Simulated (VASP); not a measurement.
Input of a VASP 6.6.1 run:

Contents of POSCAR:

```
C
1.0
    0.0000000000      1.8068260032      1.8068260032
    1.8068260032      0.0000000000      1.8068260032
    1.8068260032      1.8068260032      0.0000000000
C
2
Direct
    0.0000000000      0.0000000000      0.0000000000
    0.2500000000      0.2500000000      0.2500000000
```

INCAR.step1

```
PREC = Accurate
ENCUT = 520
ISMEAR = 0
SIGMA = 0.01
LREAL = False
LASPH = True
NELM = 80
NBANDS = 11
GGA = PE
ALGO = Normal
EDIFF = 1E-4
LWAVE = True
LCHARG = False
```

Contents of INCAR.step2:

```
PREC = Accurate
ENCUT = 520
EDIFF = 1E-7
ISMEAR = 0
SIGMA = 0.01
LREAL = False
LASPH = True
NELM = 80
ALGO = Normal
ISIF = 2
LWAVE = False
LCHARG = False
METAGGA = R2SCAN
LMIXTAU = True
NBANDS = 11
ISTART = 1
```

KPOINTS

```
Automatic mesh
0
Gamma
  12 12 12
```

Potentials or basis: VASP PAW PBE potentials, release 64 (C).

The run is started by

```console
$ cat potpaw_PBE.64/C/POTCAR > POTCAR
$ cp INCAR.step1 INCAR
$ mpirun -np 1 vasp_std > vasp.out
$ cp INCAR.step2 INCAR
$ mpirun -np 1 vasp_std > vasp.out
```

(1) Predict the pressure.

(2) What does it give for the band gap on the k mesh?

Answers

(1) -17.6 GPa.

(2) 4.25 eV, indirect (least direct gap 5.73 eV).

Caveat: the cell differs from its parent crystal (strain +1.5%); the PAW data sets were made with another functional, which shifts forces and pressure a little.
